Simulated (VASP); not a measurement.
Wanted: the native input for a VASP 6.6.1 run.

* Task: single point
* Functional: r2SCAN
* Potentials or basis: VASP PAW PBE potentials, release 64 (K_sv, Zn, F)
* Cutoff: 520 eV
* k mesh: 6 × 6 × 6
* Occupations: gaussian, width 0.05 eV
* Spin: no spin polarisation
* Dipole correction: no
* Further INCAR settings: ALGO = Normal; EDIFF = 1e-06; NBANDS = 29

The system is KZnF3.

```xyz
5
Lattice="4.0500 0.0304 0.0000 0.0304 4.0500 0.0000 0.0000 0.0000 4.0500" Properties=species:S:1:pos:R:3 pbc="T T T"
K     0.0000    0.0000    0.0000
Zn    2.0402    2.0402    2.0250
F     2.0402    2.0402    0.0000
F     0.0152    2.0250    2.0250
F     2.0250    0.0152    2.0250
```

This cell differs from its parent crystal: strain +0.0150 x Voigt [0, 0, 0, 0, 0, 1].

One way to write it, as run:

POSCAR

```
KZnF3
1.0
    4.0500000000      0.0303750000      0.0000000000
    0.0303750000      4.0500000000      0.0000000000
    0.0000000000      0.0000000000      4.0500000000
K Zn F
1 1 3
Direct
    0.0000000000      0.0000000000      0.0000000000
    0.5000000000      0.5000000000      0.5000000000
    0.5000000000      0.5000000000      0.0000000000
    0.0000000000      0.5000000000      0.5000000000
    0.5000000000      0.0000000000      0.5000000000
```

INCAR.step1

```
PREC     = Accurate       # precision mode
ENCUT    = 520            # plane-wave cutoff, eV
ISMEAR   = 0              # smearing method
SIGMA    = 0.05           # smearing width, eV
LREAL    = False          # projectors in reciprocal space
LASPH    = True           # aspherical terms in the spheres
NELM     = 80             # most SCF steps
NBANDS   = 29             # bands
GGA      = PE             # functional
ALGO     = Normal         # electronic algorithm
EDIFF    = 1E-4           # SCF threshold, eV
LWAVE    = True           # write WAVECAR
LCHARG   = False          # write CHGCAR
```

INCAR.step2

```
PREC     = Accurate       # precision mode
ENCUT    = 520            # plane-wave cutoff, eV
EDIFF    = 1E-6           # SCF threshold, eV
ISMEAR   = 0              # smearing method
SIGMA    = 0.05           # smearing width, eV
LREAL    = False          # projectors in reciprocal space
LASPH    = True           # aspherical terms in the spheres
NELM     = 80             # most SCF steps
ALGO     = Normal         # electronic algorithm
ISIF     = 2              # what is computed and relaxed
LWAVE    = False          # write WAVECAR
LCHARG   = False          # write CHGCAR
METAGGA  = R2SCAN         # meta-GGA
LMIXTAU  = True         
NBANDS   = 29             # bands
ISTART   = 1
```

KPOINTS

```
Automatic mesh
0
Gamma
  6 6 6
```

Potentials or basis: VASP PAW PBE potentials, release 64 (K_sv, Zn, F).

The run is started by

```sh
$ cat potpaw_PBE.64/K_sv/POTCAR potpaw_PBE.64/Zn/POTCAR potpaw_PBE.64/F/POTCAR > POTCAR
$ cp INCAR.step1 INCAR
$ mpirun -np 1 vasp_std > vasp.out
$ cp INCAR.step2 INCAR
$ mpirun -np 1 vasp_std > vasp.out
```

It gave:

```
Pressure               : 0.0 GPa
Band gap on the k mesh : 4.58 eV (least direct gap 6.53 eV)
```

Caveat: the cell differs from its parent crystal (strain +0.0150 x Voigt [0, 0, 0, 0, 0, 1]); the PAW data sets were made with another functional, which shifts forces and pressure a little.

Wall time 2.7 min on 1 thread of AMD EPYC 9R45 96-Core Processor (Zen 5), with other jobs on the host, peak memory 0.2 GiB.
